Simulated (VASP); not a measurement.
# WC (NiAs type) (P6_3/mmc) in VASP: a series of runs

The runs below take WC (NiAs type) through single point, relaxation of cell and atoms, with PBE.

Everything below comes from runs of VASP 6.6.1. Logs are shortened: lines on timing, memory, paths and dates and some standing lists are left out, and cuts for length are marked.

### 1 The cell of the first run

The structure is hexagonal, space group P6_3/mmc (No. 194). Conventional cell: a = 2.666 Å, b = 2.666 Å, c = 5.408 Å, α = 90.00°, β = 90.00°, γ = 120.00°. W (site symmetry -3m) has 6 C at 2.05 Å and 8 W at 2.67 to 2.70 Å within 2.8 Å. C (site symmetry -6m2) has 6 W at 2.05 Å and 6 C at 2.67 Å within 2.7 Å.

### 2 Single point, PBE

INCAR

```
  PREC = Accurate
  ENCUT = 520
  EDIFF = 1E-7
  ISMEAR = -1
  SIGMA = 0.08
  LREAL = False
  LASPH = True
  NELM = 100
  ALGO = Normal
  ISIF = 2
  LWAVE = False
  LCHARG = False
  GGA = PE
  NBANDS = 26
```

KPOINTS

```
regular mesh
0
Gamma
  11 11 6
```

POSCAR

```
WC
1.0
    2.6663385057      0.0000000000      0.0000000000
   -1.3331692528      2.3091168810      0.0000000000
    0.0000000000      0.0000000000      5.4084417131
W C
2 2
Direct
    0.0000000000      0.0000000000      0.0000000000
    0.0000000000      0.0000000000      0.5000000000
    0.3333333333      0.6666666667      0.2500000000
    0.6666666667      0.3333333333      0.7500000000
```

Potentials or basis: VASP PAW PBE potentials, release 64 (W_sv, C).

On the command line:

```sh
cat potpaw_PBE.64/W_sv/POTCAR potpaw_PBE.64/C/POTCAR > POTCAR
mpirun -np 1 vasp_std > vasp.out
```

OUTCAR:

```text
PREC = Accurate
   ENCUT = 520
   EDIFF = 1E-7
   ISMEAR = -1
   LREAL = False
   LASPH = True
   NELM = 100
   ISIF = 2
   GGA = PE

 ion  position               nearest neighbor table
   1  0.000  0.000  0.000-   3 2.05   4 2.05   3 2.05   4 2.05   4 2.05   3 2.05   2 2.70   2 2.70

   2  0.000  0.000  0.500-   3 2.05   4 2.05   3 2.05   4 2.05   4 2.05   3 2.05   1 2.70   1 2.70

   3  0.333  0.667  0.250-   1 2.05   2 2.05   1 2.05   2 2.05   1 2.05   2 2.05
   4  0.667  0.333  0.750-   1 2.05   2 2.05   1 2.05   2 2.05   1 2.05   2 2.05

  LATTYP: Found a hexagonal cell.
 ALAT       =     2.6663385057
 C/A-ratio  =     2.0284152599

  Lattice vectors:

 A1 = (   2.6663385057,   0.0000000000,   0.0000000000)
 A2 = (  -1.3331692528,   2.3091168810,   0.0000000000)
 A3 = (   0.0000000000,   0.0000000000,   5.4084417131)

Analysis of symmetry for initial positions (statically):
=====================================================================
 Subroutine PRICEL returns:
 Original cell was already a primitive cell.

 Routine SETGRP: Setting up the symmetry group for a
 hexagonal supercell.

 Subroutine GETGRP returns: Found 24 space group operations
 (whereof 12 operations were pure point group operations)
 out of a pool of 24 trial point group operations.

The static configuration has the point symmetry D_3d.
 The point group associated with its full space group is D_6h.

Analysis of symmetry for dynamics (positions and initial velocities):
=====================================================================
 Subroutine PRICEL returns:
 Original cell was already a primitive cell.

 Routine SETGRP: Setting up the symmetry group for a
 hexagonal supercell.

 Subroutine GETGRP returns: Found 24 space group operations
 (whereof 12 operations were pure point group operations)
 out of a pool of 24 trial point group operations.

The dynamic configuration has the point symmetry D_3d.
 The point group associated with its full space group is D_6h.

 Subroutine INISYM returns: Found 24 space group operations
 (whereof 12 operations are pure point group operations),
 and found     1 'primitive' translations

----------------------------------------------------------------------------------------

                                     Primitive cell

  volume of cell :      33.2992

  direct lattice vectors                    reciprocal lattice vectors
     2.666338506  0.000000000  0.000000000     0.375046153  0.216532998  0.000000000
    -1.333169253  2.309116881  0.000000000     0.000000000  0.433065995  0.000000000
     0.000000000  0.000000000  5.408441713     0.000000000  0.000000000  0.184896141

  length of vectors
     2.666338506  2.666338506  5.408441713     0.433065995  0.433065995  0.184896141

  position of ions in fractional coordinates (direct lattice)
     0.000000000  0.000000000  0.000000000
     0.000000000  0.000000000  0.500000000
     0.333333333  0.666666667  0.250000000
     0.666666667  0.333333333  0.750000000

  ion indices of the primitive-cell ions
   primitive index   ion index
                 1           1
                 2           2
                 3           3
                 4           4

----------------------------------------------------------------------------------------

 KPOINTS: regular mesh

Automatic generation of k-mesh.
 Grid dimensions read from file:
 generate k-points for:   11   11    6

 Generating k-lattice:

  Cartesian coordinates                     Fractional coordinates (reciprocal lattice)
     0.034095105  0.019684818  0.000000000     0.090909091  0.000000000  0.000000000
     0.000000000  0.039369636  0.000000000     0.000000000  0.090909091  0.000000000
     0.000000000  0.000000000  0.030816023     0.000000000  0.000000000  0.166666667

  Length of vectors
     0.039369636  0.039369636  0.030816023

  Shift w.r.t. Gamma in fractional coordinates (k-lattice)
     0.000000000  0.000000000  0.000000000

 Subroutine IBZKPT returns following result:
 ===========================================

 Found     64 irreducible k-points:

 Following reciprocal coordinates:
            Coordinates               Weight
  0.000000  0.000000  0.000000      1.000000
  0.090909 -0.000000  0.000000      6.000000
  0.181818 -0.000000  0.000000      6.000000
  0.272727 -0.000000  0.000000      6.000000
  0.363636 -0.000000  0.000000      6.000000
  0.454545 -0.000000  0.000000      6.000000
[... 16 lines left out ...]
  0.090909  0.090909  0.166667     12.000000
  0.181818  0.090909  0.166667     24.000000
 [... further k-points ...]
   k-points           NKPTS =     64   k-points in BZ     NKDIM =     64   number of bands    NBANDS=     26
   number of dos      NEDOS =    301   number of ions     NIONS =      4
   total plane-waves  NPLWV =  16000
   dimension x,y,z NGX =    20 NGY =   20 NGZ =   40
   dimension x,y,z NGXF=    40 NGYF=   40 NGZF=   80
   ions per type =               2   2
   NGX,Y,Z   is equivalent  to a cutoff of  12.47, 12.47, 12.30 a.u.
   NGXF,Y,Z  is equivalent  to a cutoff of  24.94, 24.94, 24.59 a.u.
 SYSTEM =  unknown system
   PREC   = accura    normal or accurate (medium, high low for compatibility)
   ISTART =      0    job   : 0-new  1-cont  2-samecut
   ICHARG =      2    charge: 1-file 2-atom 10-const
   ISPIN  =      1    spin polarized calculation?
   LNONCOLLINEAR =      F non collinear calculations
   LSORBIT =      F    spin-orbit coupling
   LASPH  =      T    aspherical Exc in radial PAW
   ENCUT  =  520.0 eV  38.22 Ry    6.18 a.u.   4.96  4.96 10.06*2*pi/ulx,y,z
   NELM   =    100;   NELMIN=  2; NELMDL= -5     # of ELM steps
   EDIFF  = 0.1E-06   stopping-criterion for ELM
   LREAL  =      F    real-space projection
   EDIFFG = 0.1E-05   stopping-criterion for IOM
   NSW    =      0    number of steps for IOM
   IBRION =     -1    ionic relax: 0-MD 1-quasi-New 2-CG
   NFREE  =      0    steps in history (QN), initial steepest desc. (CG)
   ISIF   =      2    stress and relaxation
   ISYM   =      2    0-nonsym 1-usesym 2-fastsym
   POTIM  = 0.5000    time-step for ionic-motion
   TEBEG  =    0.0;   TEEND  =   0.0 temperature during run
   PSTRESS=    0.0 pullay stress
   NELECT =      36.0000    total number of electrons
   NUPDOWN=      -1.0000    fix difference up-down
   EMIN   =  10.00;   EMAX   =-10.00  energy-range for DOS
   EFERMI =   0.00;   METHOD = LEGACY
   ISMEAR =    -1;   SIGMA  =   0.08  broadening in eV -4-tet -1-fermi 0-gaus
   EFERMI_NEDOS =   21; number of points for ismear=-14 and -15
   IALGO  =     38    algorithm
   IMIX   =      4    mixing-type and parameters
     AMIX     =   0.40;   BMIX     =  1.00
     AMIX_MAG =   1.60;   BMIX_MAG =  1.00
  volume/ion in A,a.u.               =       8.32        56.18
  Fermi-wavevector in a.u.,A,eV,Ry     =   1.680214  3.175144 38.410858  2.823118
  Thomas-Fermi vector in A             =   2.763988
   LORBIT       =      0    0 simple, 1 ext, 2 COOP (PROOUT), +10 PAW based schemes
   GGA     = PE    functional components
[... 5 lines left out ...]
 non-spin polarized calculation
  energy-cutoff  :      520.00
  volume of cell :       33.30
 maximum number of plane-waves:       922
 NGX is ok and might be reduce to    20
   NGX =  9   NGY =  9   NGZ = 21

 number of electron      36.0000001 magnetization

 Free energy of the ion-electron system (eV)
  ---------------------------------------------------
  ext. energy  EPLUGINS =         0.00000000
  ---------------------------------------------------
  free energy    TOTEN  =       -40.53092808 eV

  energy without entropy =      -40.51255445  energy(sigma->0) =      -40.52174126

 E-fermi :  14.6151     XC(G=0): -15.0781

 val. band max:       14.6045739755   @ k =   0.0909  -0.0000   0.3333
 cond. band min:      14.6657377274   @ k =   0.0909   0.0909   0.0000
 fundamental gap:      0.0611637519
 Fermi energy:        14.6151465465

 k-point     1 :       0.0000    0.0000    0.0000
  band No.  band energies     occupation
      1     -59.0607      2.00000
      2     -58.9789      2.00000
      3     -24.4065      2.00000
      4     -23.1015      2.00000
      5     -22.7155      2.00000
      6     -22.7155      2.00000
[... 18 lines left out ...]
     25      23.3254      0.00000
     26      24.6352      0.00000

 k-point     2 :       0.0909   -0.0000    0.0000
  band No.  band energies     occupation
      1     -59.0462      2.00000
      2     -58.9647      2.00000
      3     -24.3723      2.00000
      4     -23.0783      2.00000
      5     -22.8841      2.00000
      6     -22.7575      2.00000
[... 18 lines left out ...]
     25      24.2019      0.00000
     26      24.4062      0.00000

 k-point     3 :       0.1818   -0.0000    0.0000
  band No.  band energies     occupation
      1     -59.0069      2.00000
      2     -58.9262      2.00000
      3     -24.2793      2.00000
      4     -23.3191      2.00000
      5     -23.1667      2.00000
      6     -23.0151      2.00000
[... 18 lines left out ...]
     25      23.5263      0.00000
     26      24.5955      0.00000

 k-point     4 :       0.2727   -0.0000    0.0000
  band No.  band energies     occupation
      1     -58.9552      2.00000
      2     -58.8755      2.00000
      3     -24.1553      2.00000
      4     -23.8551      2.00000
      5     -23.6741      2.00000
      6     -22.9708      2.00000
[... 18 lines left out ...]
     25      23.2364      0.00000
     26      25.2080      0.00000
[... 496 lines left out ...]
      1     -58.8733      2.00000
      2     -58.8059      2.00000
      3     -24.5722      2.00000
      4     -24.3846      2.00000
      5     -23.8934      2.00000
      6     -23.1368      2.00000
[... 18 lines left out ...]
     25      24.6299      0.00000
     26      25.9747      0.00000

 k-point    23 :       0.0909    0.0909    0.1667
  band No.  band energies     occupation
      1     -59.0139      2.00000
      2     -58.9438      2.00000
      3     -24.2303      2.00000
      4     -23.1742      2.00000
      5     -23.1194      2.00000
      6     -23.0399      2.00000
[... 18 lines left out ...]
     25      23.7947      0.00000
     26      24.0488      0.00000

 k-point    24 :       0.1818    0.0909    0.1667
  band No.  band energies     occupation
      1     -58.9683      2.00000
      2     -58.8991      2.00000
      3     -24.1238      2.00000
      4     -23.6235      2.00000
      5     -23.4744      2.00000
      6     -23.0515      2.00000
[... 18 lines left out ...]
     25      23.8226      0.00000
     26      24.4043      0.00000

 [... further k-points ...]

------------------------ aborting loop because EDIFF is reached ----------------------------------------

  FORCE on cell =-STRESS in cart. coord.  units (eV):
  Direction    XX          YY          ZZ          XY          YZ          ZX
  --------------------------------------------------------------------------------------
  -------------------------------------------------------------------------------------
  Total       31.8451911     31.8451911     31.8512996      0.0000000      0.0000000     -0.0000000
  in kB     1532.2198626   1532.2198626   1532.5137702      0.0000000      0.0000000     -0.0000000
  external PRESSURE =    1532.3178318 kB  Pullay stress =       0.0000000 kB

 VOLUME and BASIS-vectors are now :
 -----------------------------------------------------------------------------
  energy-cutoff  :      520.00
  volume of cell :       33.30
      direct lattice vectors                 reciprocal lattice vectors
     2.666338506  0.000000000  0.000000000     0.375046153  0.216532998  0.000000000
    -1.333169253  2.309116881  0.000000000     0.000000000  0.433065995  0.000000000
     0.000000000  0.000000000  5.408441713     0.000000000  0.000000000  0.184896141

 POSITION                                       TOTAL-FORCE (eV/Angst)
 -----------------------------------------------------------------------------------
      0.00000      0.00000      0.00000         0.000000      0.000000      0.000000
      0.00000      0.00000      2.70422         0.000000      0.000000      0.000000
     -0.00000      1.53941      1.35211         0.000000      0.000000     -0.000000
      1.33317      0.76971      4.05633        -0.000000     -0.000000      0.000000
 -----------------------------------------------------------------------------------
    total drift:                               -0.000000      0.000000      0.000000

  FREE ENERGIE OF THE ION-ELECTRON SYSTEM (eV)
  ---------------------------------------------------
  free  energy   TOTEN  =       -40.5309280815 eV

  energy  without entropy=      -40.5125544478  energy(sigma->0) =      -40.52174126
```

Wall time 49 s (1 thread of Intel Xeon 8259CL, shared host); peak memory 0.18 GiB.

Results:

```yaml
Free_energy: -40.5309 eV
Pressure: 153.2 GPa
Band_gap_on_the_k_mesh: zero (bands 18 and 19 overlap by 0.87 eV)
```

Levels at points of the mesh, in eV from the Fermi level:
```tsv
k point	band 16	band 17	band 18	band 19	band 20	band 21
(0.00, 0.00, 0.00)	-1.12	-1.09	0.07	0.07	1.22	1.22
(0.00, 0.00, 0.50)	-3.53	0.30	0.30	1.13	1.13	1.13
```

Caveat: the cell stands under pressure; spin-orbit coupling is left out, which moves the levels of the heavy elements.

### 3 Single point, PBE

INCAR

```
SYSTEM = WC
PREC = Accurate
ENCUT = 520
EDIFF = 1E-6
ISMEAR = -1
SIGMA = 0.08
LREAL = .False.
LASPH = .True.
NELM = 80
ALGO = Normal
ISIF = 2
LWAVE = .False.
LCHARG = .True.
GGA = PE
LELF = .True.
LVHAR = .True.
NBANDS = 26
```

KPOINTS

```
Automatic mesh
0
Gamma
  11 11 6
  0 0 0
```

Edit POSCAR of step 2 so:

```diff
@@ -3,3 +3,3 @@
     2.6663385057      0.0000000000      0.0000000000
-   -1.3331692528      2.3091168810      0.0000000000
+   -1.3331692529      2.3091168810      0.0000000000
     0.0000000000      0.0000000000      5.4084417131
```

Potentials or basis: VASP PAW PBE potentials, release 64 (W_sv, C).

On the command line:

```sh
cat potpaw_PBE.64/W_sv/POTCAR potpaw_PBE.64/C/POTCAR > POTCAR
mpirun -np 1 vasp_std > vasp.out
```

Run time: 45 s. Hardware: 1 thread of Intel Xeon 8259CL, shared host; peak memory 0.18 GiB.

It converged, with:

```yaml
Free_energy: -40.5309 eV
Pressure: 153.2 GPa
Band_gap_on_the_k_mesh: zero (bands 18 and 19 overlap by 0.87 eV)
```

Levels at points of the mesh, in eV from the Fermi level:
```csv
k point,band 14,band 15,band 16,band 17,band 18,band 19,band 20,band 21,band 22,band 23
"(0.00, 0.00, 0.00)",-4.79,-1.12,-1.12,-1.09,0.07,0.07,1.22,1.22,4.21,4.29
"(0.00, 0.00, 0.50)",-3.53,-3.53,-3.53,0.30,0.30,1.13,1.13,1.13,1.13,6.64
```

Caveat: the cell stands under pressure; spin-orbit coupling is left out, which moves the levels of the heavy elements.

### 4 Relaxation of cell and atoms, PBE, target pressure 150 GPa, at which the enthalpy is minimised

This run uses another cell than the first one, of 8.19 Å³/atom.

INCAR

```
SYSTEM = WC
ALGO = Normal
EDIFF = 1E-7
EDIFFG = -0.005
ENCUT = 600
GGA = PE
IBRION = 2
ISIF = 3
ISMEAR = -1
LASPH = .TRUE.
LCHARG = .FALSE.
LREAL = .FALSE.
LWAVE = .FALSE.
NELM = 80
NSW = 60
PREC = Accurate
PSTRESS = 1500.0
SIGMA = 0.08
```

KPOINTS

```
k-points
0
G
  11 11 6
  0 0 0
```

POSCAR

```
WC
1.0
    2.9011686566      0.0000000000      0.0000000000
   -1.4505843283      2.5124857573      0.0000000000
    0.0000000000      0.0000000000      4.4968114177
W C
2 2
Direct
    0.0000000000      0.0000000000      0.0000000000
    0.0000000000      0.0000000000      0.5000000000
    0.3333333333      0.6666666667      0.2500000000
    0.6666666667      0.3333333333      0.7500000000
```

On the command line:

```sh
cat potpaw_PBE.64/W_sv/POTCAR potpaw_PBE.64/C/POTCAR > POTCAR
mpirun -np 1 vasp_std > vasp.out
```

Run time: 5 min. Hardware: 1 thread of Intel Xeon 6975P-C (Granite Rapids), shared host; peak memory 0.2 GiB.

Results (log left out):

```yaml
Free_energy: -40.6354 eV
Relaxed_volume: 8.35 Å³/atom
Relaxed_cell: a = 2.670 Å, b = 2.670 Å, c = 5.413 Å, α = 90.00°, β = 90.00°, γ = 120.00°
Space_group_after_relaxing_to_0.1_Å: P6_3/mmc (No. 194)
Energy_change_on_relaxing_the_run_minimises_the_enthalpy: -1218.7 meV/atom
Ionic_steps: 16
Pressure_after_relaxing: 150.0 GPa
Band_gap_on_the_k_mesh: zero (bands 18 and 19 overlap by 0.86 eV)
```

The path:
```csv
step,energy change (eV),largest force (eV/Å),pressure (GPa),volume (Å³)
1,0.0000,0.0000,212.19,32.78
2,-6.0305,0.0000,-32.40,47.28
3,-7.2413,0.0000,59.82,38.03
4,-6.4540,0.0000,80.85,37.02
5,16.2836,0.0000,498.05,26.33
6,-5.9568,0.0000,116.92,34.73
7,-5.5953,0.0000,127.11,34.25
8,-5.4628,0.0000,130.49,34.10
9,-1.8132,0.0000,234.55,31.06
10,-4.9509,0.0000,147.75,33.49
11,-4.9074,0.0000,149.15,33.44
12,-4.8952,0.0000,149.53,33.43
13,-4.8405,0.0000,150.97,33.37
14,-4.8672,0.0000,150.28,33.40
15,-4.8958,0.0000,149.35,33.43
16,-4.8749,0.0000,150.02,33.41
```

Final structure:
```
CELL_PARAMETERS angstrom
2.66967 0.00000 0.00000
-1.33484 2.31201 0.00000
0.00000 0.00000 5.41251
ATOMIC_POSITIONS crystal
W 0.00000 0.00000 0.00000
W 0.00000 0.00000 0.50000
C 0.33333 0.66667 0.25000
C 0.66667 0.33333 0.75000
```

Levels at points of the mesh, in eV from the Fermi level:
```tsv
k point	band 16	band 17	band 18	band 19	band 20	band 21
(0.00, 0.00, 0.00)	-1.12	-1.09	0.07	0.07	1.21	1.21
(0.00, 0.00, 0.50)	-3.52	0.30	0.30	1.12	1.12	1.12
```

Caveat: the cell is relaxed towards a set pressure, so the run minimises the enthalpy, not the energy; a cell axis changed by over 15 % at a fixed basis, so the end point is rough; spin-orbit coupling is left out, which moves the levels of the heavy elements.
